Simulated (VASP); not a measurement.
# C in VASP: single point with PBEsol

Aim: the single point of C with PBEsol.

All numbers are computed with VASP 6.6.1; they aren't measurements. Logs are shortened: lines on timing, memory, paths and dates and some standing lists are left out, and cuts for length are marked.

### Step 1. The cell of the first run

The cell holds a slab with vacuum, 8 atoms: a = 4.917 Å, b = 4.917 Å, c = 21.882 Å, α = 90.00°, β = 90.00°, γ = 120.00°.

### Step 2. Single point, PBEsol

Contents of INCAR:

```
ALGO = Normal ; DIPOL = 0.5 0.5 0.694
EDIFF = 1E-6 ; ENCUT = 520
GGA = PS ; GGA_COMPAT = False
IDIPOL = 3 ; ISIF = 2
ISMEAR = 0 ; LASPH = True
LCHARG = False ; LDIPOL = True
LREAL = False ; LWAVE = False
NBANDS = 26 ; NELM = 120
NELMDL = -8 ; PREC = Accurate
SIGMA = 0.04
```

Contents of KPOINTS:

```
k-points
0
Gamma
  9 9 1
```

Contents of POSCAR:

```
C
1.0
    4.9173767651      0.0000000000      0.0000000000
   -2.4586883826      4.2585731985      0.0000000000
    0.0000000000      0.0000000000     21.8821830718
C
8
Direct
    0.8333062207     -0.0000531405      0.6939189197
    0.8333073055      0.5000271127      0.6939189197
    0.3333333333      0.0000000000      0.6938033369
    0.3333864738      0.5000260278      0.6939189197
   -0.0000531405      0.8333062207      0.6939189197
    0.0000000000      0.3333333333      0.6938033369
    0.5000271127      0.8333073055      0.6939189197
    0.5000260278      0.3333864738      0.6939189197
```

Potentials or basis: VASP PAW PBE potentials, release 64 (C).

Command:

```console
$ cat potpaw_PBE.64/C/POTCAR > POTCAR
$ mpirun -np 1 vasp_std > vasp.out
```

OUTCAR:

```text
EDIFF = 1E-6
   ENCUT = 520
   GGA = PS
   ISIF = 2
   ISMEAR = 0
   LASPH = True
   LREAL = False
   NELM = 120
   NELMDL = -8
   PREC = Accurate

 ion  position               nearest neighbor table
   1  0.833  1.000  0.694-   7 1.42   5 1.42   6 1.42
   2  0.833  0.500  0.694-   5 1.42   8 1.42   6 1.42
   3  0.333  0.000  0.694-   8 1.42   5 1.42   7 1.42
   4  0.333  0.500  0.694-   8 1.42   7 1.42   6 1.42
   5  1.000  0.833  0.694-   2 1.42   1 1.42   3 1.42
   6  0.000  0.333  0.694-   1 1.42   4 1.42   2 1.42
   7  0.500  0.833  0.694-   1 1.42   4 1.42   3 1.42
   8  0.500  0.333  0.694-   4 1.42   2 1.42   3 1.42

  LATTYP: Found a hexagonal cell.
 ALAT       =     4.9173767651
 C/A-ratio  =     4.4499708111

  Lattice vectors:

 A1 = (   4.9173767651,   0.0000000000,   0.0000000000)
 A2 = (  -2.4586883826,   4.2585731985,   0.0000000000)
 A3 = (   0.0000000000,   0.0000000000,  21.8821830718)

Analysis of symmetry for initial positions (statically):
=====================================================================
 Subroutine PRICEL returns:
 Original cell was already a primitive cell.

 Routine SETGRP: Setting up the symmetry group for a
 hexagonal supercell.

 Subroutine GETGRP returns: Found 12 space group operations
 (whereof  2 operations were pure point group operations)
 out of a pool of 24 trial point group operations.

The static configuration has the point symmetry C_1h.
 The point group associated with its full space group is C_6v.

Analysis of symmetry for dynamics (positions and initial velocities):
=====================================================================
 Subroutine PRICEL returns:
 Original cell was already a primitive cell.

 Routine SETGRP: Setting up the symmetry group for a
 hexagonal supercell.

 Subroutine GETGRP returns: Found 12 space group operations
 (whereof  2 operations were pure point group operations)
 out of a pool of 24 trial point group operations.

The dynamic configuration has the point symmetry C_1h.
 The point group associated with its full space group is C_6v.

 Subroutine INISYM returns: Found 12 space group operations
 (whereof  2 operations are pure point group operations),
 and found     1 'primitive' translations

----------------------------------------------------------------------------------------

                                     Primitive cell

  volume of cell :     458.2350

  direct lattice vectors                    reciprocal lattice vectors
     4.917376765  0.000000000  0.000000000     0.203360460  0.117410216  0.000000000
    -2.458688383  4.258573198  0.000000000     0.000000000  0.234820432  0.000000000
     0.000000000  0.000000000 21.882183072     0.000000000  0.000000000  0.045699279

  length of vectors
     4.917376765  4.917376765 21.882183072     0.234820432  0.234820432  0.045699279

  position of ions in fractional coordinates (direct lattice)
     0.833306221  0.999946859  0.693918920
     0.833307305  0.500027113  0.693918920
     0.333333333  0.000000000  0.693803337
     0.333386474  0.500026028  0.693918920
     0.999946859  0.833306221  0.693918920
     0.000000000  0.333333333  0.693803337
     0.500027113  0.833307305  0.693918920
     0.500026028  0.333386474  0.693918920

  ion indices of the primitive-cell ions
   primitive index   ion index
                 1           1
                 2           2
                 3           3
                 4           4
                 5           5
                 6           6
                 7           7
                 8           8

----------------------------------------------------------------------------------------

 KPOINTS: k-points

Automatic generation of k-mesh.
 Grid dimensions read from file:
 generate k-points for:    9    9    1

 Generating k-lattice:

  Cartesian coordinates                     Fractional coordinates (reciprocal lattice)
     0.022595607  0.013045580  0.000000000     0.111111111  0.000000000  0.000000000
     0.000000000  0.026091159  0.000000000     0.000000000  0.111111111  0.000000000
     0.000000000  0.000000000  0.045699279     0.000000000  0.000000000  1.000000000

  Length of vectors
     0.026091159  0.026091159  0.045699279

  Shift w.r.t. Gamma in fractional coordinates (k-lattice)
     0.000000000  0.000000000  0.000000000

 Subroutine IBZKPT returns following result:
 ===========================================

 Found     12 irreducible k-points:

 Following reciprocal coordinates:
            Coordinates               Weight
  0.000000  0.000000  0.000000      1.000000
  0.111111  0.000000  0.000000      6.000000
  0.222222  0.000000  0.000000      6.000000
  0.333333  0.000000  0.000000      6.000000
  0.444444  0.000000  0.000000      6.000000
  0.111111  0.111111  0.000000      6.000000
  0.222222  0.111111  0.000000     12.000000
  0.333333  0.111111  0.000000     12.000000
  0.444444  0.111111  0.000000      6.000000
  0.222222  0.222222  0.000000      6.000000
  0.333333  0.222222  0.000000     12.000000
  0.333333  0.333333  0.000000      2.000000
   k-points           NKPTS =     12   k-points in BZ     NKDIM =     12   number of bands    NBANDS=     26
   number of dos      NEDOS =    301   number of ions     NIONS =      8
   total plane-waves  NPLWV = 268800
   dimension x,y,z NGX =    40 NGY =   40 NGZ =  168
   dimension x,y,z NGXF=    80 NGYF=   80 NGZF=  336
   ions per type =               8
   NGX,Y,Z   is equivalent  to a cutoff of  13.52, 13.52, 12.76 a.u.
   NGXF,Y,Z  is equivalent  to a cutoff of  27.05, 27.05, 25.53 a.u.
 SYSTEM =  unknown system
   PREC   = accura    normal or accurate (medium, high low for compatibility)
   ISTART =      0    job   : 0-new  1-cont  2-samecut
   ICHARG =      2    charge: 1-file 2-atom 10-const
   ISPIN  =      1    spin polarized calculation?
   LNONCOLLINEAR =      F non collinear calculations
   LSORBIT =      F    spin-orbit coupling
   LASPH  =      T    aspherical Exc in radial PAW
   ENCUT  =  520.0 eV  38.22 Ry    6.18 a.u.   9.14  9.14 40.69*2*pi/ulx,y,z
   NELM   =    120;   NELMIN=  2; NELMDL= -8     # of ELM steps
   EDIFF  = 0.1E-05   stopping-criterion for ELM
   LREAL  =      F    real-space projection
   EDIFFG = 0.1E-04   stopping-criterion for IOM
   NSW    =      0    number of steps for IOM
   IBRION =     -1    ionic relax: 0-MD 1-quasi-New 2-CG
   NFREE  =      0    steps in history (QN), initial steepest desc. (CG)
   ISIF   =      2    stress and relaxation
   ISYM   =      2    0-nonsym 1-usesym 2-fastsym
   POTIM  = 0.5000    time-step for ionic-motion
   TEBEG  =    0.0;   TEEND  =   0.0 temperature during run
   PSTRESS=    0.0 pullay stress
   NELECT =      32.0000    total number of electrons
   NUPDOWN=      -1.0000    fix difference up-down
   EMIN   =  10.00;   EMAX   =-10.00  energy-range for DOS
   EFERMI =   0.00;   METHOD = LEGACY
   ISMEAR =     0;   SIGMA  =   0.04  broadening in eV -4-tet -1-fermi 0-gaus
   EFERMI_NEDOS =   21; number of points for ismear=-14 and -15
   IALGO  =     38    algorithm
   IMIX   =      4    mixing-type and parameters
     AMIX     =   0.40;   BMIX     =  1.00
     AMIX_MAG =   1.60;   BMIX_MAG =  1.00
  volume/ion in A,a.u.               =      57.28       386.54
  Fermi-wavevector in a.u.,A,eV,Ry     =   0.674159  1.273975  6.183709  0.454490
  Thomas-Fermi vector in A             =   1.750794
   LORBIT       =      0    0 simple, 1 ext, 2 COOP (PROOUT), +10 PAW based schemes
   GGA     = PS    functional components
   LHFCALC =     F    Hartree Fock is set to
   AEXX    =    0.0000 exact exchange contribution
   IVDW    =     0    specifies the selected vdW correction
   LEPSILON=     F    determine dielectric tensor
   LRPA    =     F    only Hartree local field effects (RPA)
 non-spin polarized calculation
 Gauss-broadening in eV      SIGMA  =   0.04
  energy-cutoff  :      520.00
  volume of cell :      458.23
 maximum number of plane-waves:     12382
 NGX is ok and might be reduce to    40
   NGX = 19   NGY = 19   NGZ = 81

 dipolmoment           0.000000      0.000000     -0.000000 electrons x Angstroem

 number of electron      31.9999999 magnetization

 dipolmoment           0.000000      0.000000      0.000001 electrons x Angstroem

 Free energy of the ion-electron system (eV)
  ---------------------------------------------------
  ext. energy  EPLUGINS =         0.00000000
  ---------------------------------------------------
  free energy    TOTEN  =       -77.12850479 eV

  energy without entropy =      -77.12739034  energy(sigma->0) =      -77.12794757

 E-fermi :  -2.9231     XC(G=0):  -1.9737

 val. band max:       -2.9231083568   @ k =   0.3333   0.3333   0.0000
 cond. band min:      -2.9230975807   @ k =   0.3333   0.3333   0.0000
 fundamental gap:      0.0000107761
 Fermi energy:        -2.9231029687

 k-point     1 :       0.0000    0.0000    0.0000
  band No.  band energies     occupation
      1     -22.4787      2.00000
      2     -17.1640      2.00000
      3     -17.1640      2.00000
      4     -17.1589      2.00000
      5     -16.2203      2.00000
      6     -16.2173      2.00000
[... 18 lines left out ...]
     25       4.0036      0.00000
     26       4.5076      0.00000

 k-point     2 :       0.1111    0.0000    0.0000
  band No.  band energies     occupation
      1     -22.4053      2.00000
      2     -17.9529      2.00000
      3     -17.4054      2.00000
      4     -17.4031      2.00000
      5     -15.8554      2.00000
      6     -15.8545      2.00000
[... 18 lines left out ...]
     25       4.1041      0.00000
[... 260 lines left out ...]
     25       4.1225      0.00000
     26       4.1744      0.00000

 k-point    12 :       0.3333    0.3333    0.0000
  band No.  band energies     occupation
      1     -20.5226      2.00000
      2     -20.5185      2.00000
      3     -20.5185      2.00000
      4     -15.4838      2.00000
      5     -15.4838      2.00000
      6     -13.5913      2.00000
[... 18 lines left out ...]
     25       3.9554      0.00000
     26       3.9554      0.00000

------------------------ aborting loop because EDIFF is reached ----------------------------------------

 vacuum level on the upper side and lower side of the slab       (xc-potential included)        -0.006        -0.006

  FORCE on cell =-STRESS in cart. coord.  units (eV):
  Direction    XX          YY          ZZ          XY          YZ          ZX
  --------------------------------------------------------------------------------------
  -------------------------------------------------------------------------------------
  Total        0.4910809      0.4910809     -0.0414508     -0.0000000      0.0000000      0.0000000
  in kB        1.7170200      1.7170200     -0.1449290     -0.0000000      0.0000000      0.0000000
  external PRESSURE =       1.0963703 kB  Pullay stress =       0.0000000 kB

 VOLUME and BASIS-vectors are now :
 -----------------------------------------------------------------------------
  energy-cutoff  :      520.00
  volume of cell :      458.23
      direct lattice vectors                 reciprocal lattice vectors
     4.917376765  0.000000000  0.000000000     0.203360460  0.117410216  0.000000000
    -2.458688383  4.258573198  0.000000000     0.000000000  0.234820432  0.000000000
     0.000000000  0.000000000 21.882183072     0.000000000  0.000000000  0.045699279

 POSITION                                       TOTAL-FORCE (eV/Angst)
 -----------------------------------------------------------------------------------
      1.63912      4.25835     15.18446        -0.000000      0.018544     -0.011026
      2.86828      2.12940     15.18446         0.016060     -0.009272     -0.011026
      1.63913      0.00000     15.18193        -0.000000      0.000000      0.033078
      0.40998      2.12940     15.18446        -0.016060     -0.009272     -0.011026
      2.86828      3.54870     15.18446         0.016060      0.009272     -0.011026
     -0.81956      1.41952     15.18193        -0.000000      0.000000      0.033078
      0.40998      3.54870     15.18446        -0.016060      0.009272     -0.011026
      1.63912      1.41975     15.18446         0.000000     -0.018544     -0.011026
 -----------------------------------------------------------------------------------
    total drift:                               -0.000869     -0.000553      0.000437

  FREE ENERGIE OF THE ION-ELECTRON SYSTEM (eV)
  ---------------------------------------------------
  free  energy   TOTEN  =       -77.1285047917 eV

  energy  without entropy=      -77.1273903432  energy(sigma->0) =      -77.12794757

 vacuum level on the upper side and lower side of the slab         1.376         1.376
```

Run time: 6.5 min. Hardware: 1 thread of AMD EPYC 7R43 (Zen 3), shared host; peak memory 0.55 GiB.

Results:

```yaml
Free_energy: -77.1285 eV
Largest_force: 0.033 eV/Å
Band_gap_on_the_k_mesh: zero (filled and empty bands touch)
```

Forces in eV/Å, atoms in the order of the input:
```
C    0.000  0.019 -0.011
C    0.016 -0.009 -0.011
C    0.000  0.000  0.033
C   -0.016 -0.009 -0.011
C    0.016  0.009 -0.011
C    0.000  0.000  0.033
C   -0.016  0.009 -0.011
C    0.000 -0.019 -0.011
```

Levels at points of the mesh, in eV from the Fermi level:
```tsv
k point	band 14	band 15	band 16	band 17	band 18	band 19
(0.00, 0.00, 0.00)	-2.38	-2.38	-2.38	1.65	1.66	1.66
```

Caveat: the PAW data sets were made with another functional, which shifts forces and pressure a little.
